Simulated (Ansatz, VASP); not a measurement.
# Si in VASP and in Ansatz

File INCAR:

```
SYSTEM = Si
PREC = Accurate
ENCUT = 520
EDIFF = 1E-6
ISMEAR = 0
SIGMA = 0.15
LREAL = .FALSE.
LASPH = .TRUE.
NELM = 100
ALGO = Normal
ISIF = 2
LWAVE = .FALSE.
LCHARG = .FALSE.
GGA = CA
NBANDS = 16
```

The input KPOINTS:

```
regular mesh
0
G
  14 14 14
  0 0 0
```

File POSCAR:

```
Si
1.0
    0.0827298205      2.6473542551      4.5885893296
    2.4320087322      0.0760002729      4.5885893296
    2.5147385527      2.7233545280      0.0000000000
Si
4
Direct
    0.7297169282      0.2702830718      0.7297169282
    0.2702830718      0.7297169282      0.2702830718
    0.7744251954      0.7744251954      0.2255748046
    0.2255748046      0.2255748046      0.7744251954
```

Input for Ansatz:

```yaml
crystal:
  lattice:
    - [0.0827298205, 2.6473542551, 4.5885893296]
    - [2.4320087322, 0.0760002729, 4.5885893296]
    - [2.5147385527, 2.723354528, 0.0]
  atoms:
    - { symbol: Si, position: [0.7297169282, 0.2702830718, 0.7297169282] }
    - { symbol: Si, position: [0.2702830718, 0.7297169282, 0.2702830718] }
    - { symbol: Si, position: [0.7744251954, 0.7744251954, 0.2255748046] }
    - { symbol: Si, position: [0.2255748046, 0.2255748046, 0.7744251954] }
basis:
  ecutwfc: 420
kpoints:
  mp_grid: { grid: [14, 14, 14] }
hamiltonian:
  xc: lda
scf:
  occupations: { method: gaussian, width: 0.15 }
output:
  forces: true
  stress: true
  eigenvalues: true
```

Change from the starting cell: strain +0.0625 x Voigt [0, 0, 0, 0, 0, 1], atoms carried along.

Alike in both runs: task single point; functional LDA; k mesh 14 × 14 × 14; occupations gaussian, width 0.15 eV; no spin polarisation.

|  | VASP | Ansatz |
| --- | --- | --- |
| version | VASP 6.6.1 | Ansatz 0.2.0 |
| potentials or method | VASP PAW LDA potentials, release 64 (Si), cutoff 520 eV | scalar-relativistic, plane waves, PAW |
| valence electrons in the cell | 16 | 16 |

Ansatz gave:

```
gap on the k mesh at the Fermi level (eV)                     : none
pressure (GPa)                                                : 0.0
traceless stress, the component that is largest in VASP (GPa) : -4.97
rms of the force components (eV/Å)                            : 0.009
```

Problem. Estimate VASP's values.

Solution. gap on the k mesh at the Fermi level (eV): none; pressure (GPa): 0.1; traceless stress, the component that is largest in VASP (GPa): -4.98; rms of the force components (eV/Å): 0.009.

LDA's correlation is that of Perdew and Zunger in VASP and of Perdew and Wang (1992) in Ansatz. Atom by atom the forces differ by 0.001 eV/Å (rms over components). A gap of «none» marks a metal or a gap that the smearing closes.
